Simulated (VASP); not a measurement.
Sn2TeO3, 6 atoms in the cell. The structure is trigonal, space group P3m1 (No. 156). Conventional cell: a = 3.277 Å, b = 3.277 Å, c = 12.250 Å, α = 90.00°, β = 90.00°, γ = 120.00°. Within 2.8 Å of Sn (site symmetry 3m) lie 6 O at 2.13 to 2.14 Å. Sn (site symmetry 3m) has 3 O at 2.15 Å within 2.8 Å. Te (site symmetry 3m) has 6 Te at 3.28 Å and 3 Sn at 3.57 Å and 6 O at 3.85 to 4.46 Å within 4.5 Å. O (site symmetry 3m) has 3 Sn at 2.13 Å and 3 O at 2.74 Å within 2.8 Å. O (site symmetry 3m) has 3 Sn at 2.14 Å and 3 O at 2.74 Å within 2.8 Å. Within 2.8 Å of O (site symmetry 3m) lie 3 Sn at 2.15 Å. 

| Property | Result |
| --- | --- |
| Program | VASP 6.6.1 |
| Task | single point |
| Functional | PBE |
| Potentials or basis | VASP PAW PBE potentials, release 64 (Sn_d, Te, O) |
| Cutoff | 520 eV |
| k mesh | 4 × 4 × 1 |
| Occupations | gaussian, width 0.15 eV |
| Spin | no spin polarisation |
| Dipole correction | no |
| Further INCAR settings | ALGO = Normal; EDIFF = 1e-07; NBANDS = 35 |

Potentials or basis: VASP PAW PBE potentials, release 64 (Sn_d, Te, O).

Launch:

```bash
$ cat potpaw_PBE.64/Sn_d/POTCAR potpaw_PBE.64/Te/POTCAR potpaw_PBE.64/O/POTCAR > POTCAR
$ mpirun -np 1 vasp_std > vasp.out
```

Hardware: 1 thread of Intel(R) Xeon(R) Platinum 8259CL CPU @ 2.50GHz (Skylake/Cascade Lake) (shared host).

**Question.** Estimate the wall time of this run.

**Answer.** Wall time 23 s on 1 thread of Intel(R) Xeon(R) Platinum 8259CL CPU @ 2.50GHz (Skylake/Cascade Lake) (shared host), peak memory 0.23 GiB. Counts: scf iterations 17, k points 4.
